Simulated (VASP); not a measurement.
Runs of VASP 6.6.1 on Hg. The structure is that of space group Fd-3m (No. 227), or close to it. The cells are those of the table. 

| cell | gap on the mesh (eV) | pressure (GPa) |
| --- | --- | --- |
| a = 5.427 Å, angles 60.0°, 2 atoms | 0.47 | 0.0 |
| a = 5.390 Å, angles 60.0°, 2 atoms | (a) | 0.0 |
| a = 5.316 Å, angles 60.0°, 2 atoms | - | 0.1 |
| a = 5.353 Å, angles 60.0°, 2 atoms | - | 0.1 |

Alike in all rows: task single point; level PBE; potentials or basis VASP PAW PBE potentials, release 64 (Hg); no spin polarisation; k mesh 13 × 13 × 13; cutoff (eV) 520; smearing fermi-dirac 0.0612256 eV.

Question: Fill in the values left out.

Answer: (a) 0.34.

Caveats: spin-orbit coupling is left out, which moves the levels of the heavy elements; an odd mesh through Γ misses points on the zone boundary, where band edges can lie (at least some runs).

A k mesh can miss the band edges, and the runs leave out spin-orbit coupling on Hg.
